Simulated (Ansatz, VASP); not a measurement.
## Two plane-wave programs on WS

```
W S
1.0
     3.00721    0.00000    0.00000
     0.00000    3.00721    0.00000
     0.00000    0.00000    3.00721
W S
1 1
Direct
  0.50000 0.50000 0.50000
  0.00000 0.00000 0.00000
```

Change from the starting cell: species swapped into the MnAu type (Pm-3m, No. 221).

Alike in both runs: task relaxation of cell and atoms; functional PBE; k mesh 18 × 18 × 18; occupations gaussian, width 0.1 eV; no spin polarisation.

|  | VASP | Ansatz |
| --- | --- | --- |
| version | VASP 6.6.1 | Ansatz 0.2.0 |
| potentials or method | VASP PAW PBE potentials, release 64 (W_sv, S), cutoff 600 eV | scalar-relativistic, plane waves, PAW |
| valence electrons in the cell | 20 | 20 |

```csv
,VASP,Ansatz,Ansatz less VASP
"gap on the k mesh at the Fermi level, each at its own relaxed structure (eV)",none,none,-
relaxed volume (Å³/atom),13.63,13.61,-0.026
relaxed cell length with the largest relative difference (Å),3.010,3.008,-0.0019
```

A gap of «none» marks a metal or a gap that the smearing closes.

Neither program's run includes spin-orbit coupling.
